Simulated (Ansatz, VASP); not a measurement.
Sc in VASP and in Ansatz

INCAR

```
SYSTEM = Sc
PREC = Accurate ; ENCUT = 600
EDIFF = 1E-7 ; ISMEAR = 0
SIGMA = 0.1 ; LREAL = .FALSE.
LASPH = .TRUE. ; NELM = 100
ALGO = Normal ; ISIF = 3
LWAVE = .FALSE. ; LCHARG = .FALSE.
GGA = PS ; IBRION = 2
NSW = 90 ; EDIFFG = -0.04
```

The input KPOINTS:

```
regular mesh
0
G
  6 6 2
  0 0 0
```

Contents of POSCAR:

```
Sc
1.0
    3.3715484507      0.0000000000      0.0000000000
   -1.6857742253      2.9198466084      0.0000000000
    0.0000000000      0.0000000000     10.8739092058
Sc
4
Direct
    0.0000000000      0.0000000000      0.0000000000
    0.0000000000      0.0000000000      0.5000000000
    0.3333333333      0.6666666667      0.7500000000
    0.6666666667      0.3333333333      0.2500000000
```

Input for Ansatz:

```yaml
crystal:
  lattice:
    - [3.3715484507, 0.0, 0.0]
    - [-1.6857742253, 2.9198466084, 0.0]
    - [0.0, 0.0, 10.8739092058]
  atoms:
    - { symbol: Sc, position: [0.0, 0.0, 0.0] }
    - { symbol: Sc, position: [0.0, 0.0, 0.5] }
    - { symbol: Sc, position: [0.3333333333, 0.6666666667, 0.75] }
    - { symbol: Sc, position: [0.6666666667, 0.3333333333, 0.25] }
basis:
  ecutwfc: 420
kpoints:
  mp_grid: { grid: [6, 6, 2] }
hamiltonian:
  xc: pbesol
scf:
  occupations: { method: gaussian, width: 0.1 }
  lower_state_search: "off"
output:
  forces: true
  stress: true
  eigenvalues: true
relax:
  adjacent_minimum: "off"
  f_tol: 0.04
  max_steps: 70
  cell: { stress_tol: 0.4 }
```

Alike in both runs: task relaxation of cell and atoms; functional PBEsol; k mesh 6 × 6 × 2; occupations gaussian, width 0.1 eV; no spin polarisation.

```csv
,VASP,Ansatz
version,VASP 6.6.1,Ansatz 0.2.0
potentials or method,"VASP PAW PBE potentials, release 64 (Sc_sv), cutoff 600 eV","scalar-relativistic, plane waves, PAW"
valence electrons in the cell,44,44
```

VASP gave:

* gap on the k mesh at the Fermi level, each at its own relaxed structure (eV): none
* relaxed volume (Å³/atom): 23.66
* relaxed length of the cell vector where the two differ most in proportion (Å): 10.230

What did Ansatz give for the same quantities?

gap on the k mesh at the Fermi level, each at its own relaxed structure (eV): none; relaxed volume (Å³/atom): 23.58; relaxed length of the cell vector where the two differ most in proportion (Å): 10.274.

VASP's potentials were made for PBE, not for PBEsol. A gap of «none» marks a metal or a gap that the smearing closes.
